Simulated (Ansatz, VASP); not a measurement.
**SiC in VASP and in Ansatz**

Contents of INCAR:

```
  ALGO = Normal
  EDIFF = 1E-6
  ENCUT = 520
  GGA = PS
  ISIF = 2
  ISMEAR = -1
  LASPH = T
  LCHARG = T
  LELF = T
  LREAL = F
  LVHAR = T
  LWAVE = F
  NBANDS = 16
  NELM = 100
  PREC = Accurate
  SIGMA = 0.08
```

Contents of KPOINTS:

```
k-points
0
Gamma
  15 15 8
```

Contents of POSCAR:

```
SiC
1.0
    3.0759982064      0.0000000000      0.0000000000
   -1.5379991032      2.6638925888      0.0000000000
    0.0000000000      0.0000000000      4.9470400000
Si C
2 2
Direct
    0.3333333333      0.6666666667      0.0000000000
    0.6666666667      0.3333333333      0.5000000000
    0.3333333333      0.6666666667      0.3850000000
    0.6666666667      0.3333333333      0.8850000000
```

Input for Ansatz:

```yaml
crystal:
  lattice:
    - [3.0759982064, 0.0, 0.0]
    - [-1.5379991032, 2.6638925888, 0.0]
    - [0.0, 0.0, 4.94704]
  atoms:
    - { symbol: Si, position: [0.3333333333, 0.6666666667, 0.0] }
    - { symbol: Si, position: [0.6666666667, 0.3333333333, 0.5] }
    - { symbol: C, position: [0.3333333333, 0.6666666667, 0.385] }
    - { symbol: C, position: [0.6666666667, 0.3333333333, 0.885] }
kpoints:
  mp_grid: { grid: [15, 15, 8] }
  band_path:
    path:
      - [0.0, 0.0, 0.0]
      - [0.5, 0.0, 0.0]
      - [0.3333333333, 0.3333333333, 0.0]
      - [0.0, 0.0, 0.0]
      - [0.0, 0.0, 0.5]
      - [0.5, 0.0, 0.5]
      - [0.3333333333, 0.3333333333, 0.5]
      - [0.0, 0.0, 0.5]
      - [0.5, 0.0, 0.5]
    npoints: 5
scf:
  occupations: { method: fermi_dirac, width: 0.08 }
hamiltonian:
  xc: pbesol
  pseudopotentials: { kind: all_electron, lapw: { basis_error: 0.001 } }
output:
  forces: true
  stress: true
  eigenvalues: true
```

Change from the starting cell: zz strain of -2 %.

Alike in both runs: task single point; functional PBEsol; k mesh 15 × 15 × 8; occupations fermi-dirac, width 0.08 eV; no spin polarisation.

```csv
,VASP,Ansatz
version,VASP 6.6.1,Ansatz 0.2.0
potentials or method,"VASP PAW PBE potentials, release 64 (Si, C), cutoff 520 eV","all-electron LAPW, scalar-relativistic"
```

|  | VASP | Ansatz | Ansatz less VASP |
| --- | --- | --- | --- |
| pressure (GPa) | 4.9 | 4.5 | -0.43 |
| traceless stress, the component that is largest in VASP (GPa) | 3.56 | 3.57 | +0.009 |
| rms of the force components (eV/Å) | 0.337 | 0.336 | -0.0009 |

VASP's potentials were made for PBE, not for PBEsol. Atom by atom the forces differ by 0.001 eV/Å (rms over components). Ansatz ran all-electron here, and VASP with PAW potentials.
